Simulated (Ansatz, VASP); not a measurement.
## Two plane-wave programs on Be2Se3

INCAR

```
PREC = Accurate
ENCUT = 600
EDIFF = 1E-7
ISMEAR = 0
SIGMA = 0.1
LREAL = False
LASPH = True
NELM = 120
ALGO = Normal
ISIF = 3
LWAVE = False
LCHARG = False
GGA = PE
IBRION = 2
NSW = 100
EDIFFG = -0.01
GGA_COMPAT = False
NELMIN = 4
```

Contents of KPOINTS:

```
regular mesh
0
Gamma
  12 12 12
```

POSCAR

```
Be2Se3
1.0
   -2.1144022757      2.1144022757      6.4985857708
    2.1144022757     -2.1144022757      6.4985857708
    2.1144022757      2.1144022757     -6.4985857708
Be Se
2 3
Direct
    0.1594449327      0.1594449327      0.0000000000
    0.8405550673      0.8405550673      0.0000000000
    0.7500000000      0.2500000000      0.5000000000
    0.2500000000      0.7500000000      0.5000000000
    0.0000000000      0.0000000000      0.0000000000
```

Input for Ansatz:

```yaml
crystal:
  lattice:
    - [-2.1144022757, 2.1144022757, 6.4985857708]
    - [2.1144022757, -2.1144022757, 6.4985857708]
    - [2.1144022757, 2.1144022757, -6.4985857708]
  atoms:
    - { symbol: Be, position: [0.1594449327, 0.1594449327, 0.0] }
    - { symbol: Be, position: [0.8405550673, 0.8405550673, 0.0] }
    - { symbol: Se, position: [0.75, 0.25, 0.5] }
    - { symbol: Se, position: [0.25, 0.75, 0.5] }
    - { symbol: Se, position: [0.0, 0.0, 0.0] }
basis:
  ecutwfc: 420
kpoints:
  mp_grid: { grid: [12, 12, 12] }
hamiltonian:
  xc: pbe
scf:
  occupations: { method: gaussian, width: 0.1 }
output:
  forces: true
  stress: true
  eigenvalues: true
  write_density: true
  write_potential: true
  elf: true
  volumetric_format: npy
relax:
  adjacent_minimum: "off"
  f_tol: 0.01
  max_steps: 80
  cell: { stress_tol: 0.05 }
```

Alike in both runs: task relaxation of cell and atoms; functional PBE; k mesh 12 × 12 × 12; occupations gaussian, width 0.1 eV; no spin polarisation.

|  | VASP | Ansatz |
| --- | --- | --- |
| version | VASP 6.6.1 | Ansatz 0.2.0 |
| potentials or method | VASP PAW PBE potentials, release 64 (Be, Se), cutoff 600 eV | scalar-relativistic, plane waves, PAW |
| valence electrons in the cell | 22 | 52 |

VASP gave:

- gap on the k mesh at the Fermi level, each at its own relaxed structure (eV): none
- relaxed volume (Å³/atom): 23.34
- relaxed length of the cell vector where the two differ most in proportion (Å): 7.142

Q: What did Ansatz give for the same quantities?

A: gap on the k mesh at the Fermi level, each at its own relaxed structure (eV): none; relaxed volume (Å³/atom): 23.31; relaxed length of the cell vector where the two differ most in proportion (Å): 7.138.

A gap of «none» marks a metal or a gap that the smearing closes. VASP's potentials hold 22 valence electrons a cell and Ansatz's 52, so a difference there can come from the potentials and not from the codes.
